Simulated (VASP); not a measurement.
ScIn3Rh:

```
Sc In Rh
1.0
     4.44574    0.00000    0.00000
     0.00000    4.44574    0.00000
     0.00000    0.00000    4.44574
Sc In Rh
1 3 1
Cartesian
  0.0000 0.0000 0.0000
  2.2229 2.2229 0.0000
  0.0000 2.2229 2.2229
  2.2229 0.0000 2.2229
  2.2229 2.2229 2.2229
```

The cell was generated, and may not be a known phase.

| Property | Result |
| --- | --- |
| Program | VASP 6.6.1 |
| Task | relaxation of cell and atoms |
| Functional | PBE |
| Potentials or basis | VASP PAW PBE potentials, release 64 (Sc_sv, In_d, Rh_pv) |
| Cutoff | 500 eV |
| k mesh | 4 × 4 × 4 |
| Occupations | gaussian, width 0.1 eV |
| Spin | no spin polarisation |

At the start: pressure 65.1 GPa; volume 17.57 Å³/atom.

Question: How do energy, volume and symmetry change on relaxing?

Answer: Over 5 steps the energy falls by 1157.2 meV/atom and the volume is 25.67 Å³/atom (+46.1 %); space group Pm-3m (No. 221, to 0.1 Å) before and after.

Step by step:
```csv
step,energy change (eV),largest force (eV/Å),pressure (GPa),volume (Å³)
1,0.0000,0.0000,65.07,87.87
2,-1.7163,0.0000,-8.48,213.48
3,-5.7532,0.0000,-2.24,132.95
4,-5.7794,0.0000,-1.04,130.42
5,-5.7859,0.0000,0.05,128.37
```

Final structure:
```
Sc In Rh
1.0
     5.04449    0.00000    0.00000
     0.00000    5.04449    0.00000
     0.00000    0.00000    5.04449
Sc In Rh
1 3 1
Cartesian
  0.0000 0.0000 0.0000
  2.5222 2.5222 0.0000
  0.0000 2.5222 2.5222
  2.5222 0.0000 2.5222
  2.5222 2.5222 2.5222
```

Caveat: the volume moved by over 15 % at a fixed basis, so the end points are rough.
